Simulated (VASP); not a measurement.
A run of VASP 6.6.1 is set up as follows.

Contents of POSCAR:

```
Pd
1.0
    0.0000000000      1.9872481455      1.9872481455
    1.9872481455      0.0000000000      1.9872481455
    1.9872481455      1.9872481455      0.0000000000
Pd
1
Direct
    0.0000000000      0.0000000000      0.0000000000
```

File INCAR.step1:

```
SYSTEM = Pd
PREC = Accurate ; ENCUT = 520
EDIFF = 1E-5 ; ISMEAR = -1
SIGMA = 0.05 ; LREAL = .FALSE.
LASPH = .TRUE. ; NELM = 80
ALGO = Normal ; ISIF = 2
LWAVE = .TRUE. ; LCHARG = .FALSE.
GGA = PE ; NBANDS = 11
```

INCAR.step2

```
SYSTEM = Pd
PREC = Accurate ; ENCUT = 520
EDIFF = 1E-6 ; ISMEAR = -1
SIGMA = 0.05 ; LREAL = .FALSE.
LASPH = .TRUE. ; NELM = 80
ALGO = Normal ; ISIF = 2
LWAVE = .FALSE. ; LCHARG = .FALSE.
GGA = B3 ; LHFCALC = .TRUE.
AEXX = 0.2 ; AGGAX = 0.72
AGGAC = 0.81 ; ALDAC = 0.19
PRECFOCK = Normal ; ISTART = 1
NBANDS = 11
```

The input KPOINTS:

```
regular mesh
0
G
  6 6 6
  0 0 0
```

Potentials or basis: VASP PAW PBE potentials, release 64 (Pd).

Command:

```bash
$ cat potpaw_PBE.64/Pd/POTCAR > POTCAR
$ cp INCAR.step1 INCAR
$ mpirun -np 1 vasp_std > vasp.out
$ cp INCAR.step2 INCAR
$ mpirun -np 1 vasp_std > vasp.out
```

(1) What does it give for the pressure?

(2) Predict the band gap on the k mesh.

## Answers

(1) 0.4 GPa.

(2) zero (bands 5 and 6 overlap by 2.51 eV).

Caveat: the k points lie up to 0.46 Å⁻¹ apart, too coarse for converged energies and pressures of a metal; the PAW data sets were made with another functional, which shifts forces and pressure a little.
